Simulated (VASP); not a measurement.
A run of VASP 6.6.1 is set up as follows.

File INCAR:

```
SYSTEM = CuI
PREC     = Accurate       ! precision mode
ENCUT    = 600            ! plane-wave cutoff, eV
EDIFF    = 1E-6           ! SCF threshold, eV
ISMEAR   = -1             ! smearing method
SIGMA    = 0.05           ! smearing width, eV
LREAL    = .False.        ! projectors in reciprocal space
LASPH    = .True.         ! aspherical terms in the spheres
NELM     = 60             ! most SCF steps
ALGO     = Normal         ! electronic algorithm
ISIF     = 3              ! what is computed and relaxed
LWAVE    = .False.        ! write WAVECAR
LCHARG   = .False.        ! write CHGCAR
GGA      = PS             ! functional
IBRION   = 2              ! ionic algorithm
NSW      = 80             ! ionic steps
EDIFFG   = -0.005         ! ionic threshold
PSTRESS  = 300.0
```

KPOINTS

```
Automatic mesh
0
Gamma
  7 7 4
  0 0 0
```

POSCAR

```
CuI
1.0
    4.0901961900      0.0000000000      0.0000000000
    0.0000000000      4.0901961900      0.0000000000
    0.0000000000      0.0000000000      6.5514580400
I Cu
2 2
Direct
    0.0000000000      0.5000000000      0.7430343600
    0.5000000000      0.0000000000      0.2569656400
    0.0000000000      0.0000000000      0.0000000000
    0.5000000000      0.5000000000      0.0000000000
```

Potentials or basis: VASP PAW PBE potentials, release 64 (I, Cu).

Launch:

```sh
$ cat potpaw_PBE.64/I/POTCAR potpaw_PBE.64/Cu/POTCAR > POTCAR
$ mpirun -np 1 vasp_std > vasp.out
```

Question: Predict the band gap on the k mesh.

Answer: 0.83 eV (least direct gap 1.56 eV).

Question: Estimate the relaxed cell.

Answer: a = 3.620 Å, b = 3.620 Å, c = 5.299 Å, α = 90.00°, β = 90.00°, γ = 90.00°.

Final structure:
```
I Cu
1.0
     3.61953    0.00000    0.00000
     0.00000    3.61953    0.00000
     0.00000    0.00000    5.29881
I Cu
2 2
Cartesian
  0.0000 1.8098 3.6035
  1.8098 3.6195 1.6953
  0.0000 0.0000 5.2988
  1.8098 1.8098 0.0000
```

Caveat: the cell is relaxed towards a set pressure, so the run minimises the enthalpy, not the energy; spin-orbit coupling is left out, which moves the levels of the heavy elements; an odd mesh through Γ misses points on the zone boundary, where band edges can lie.
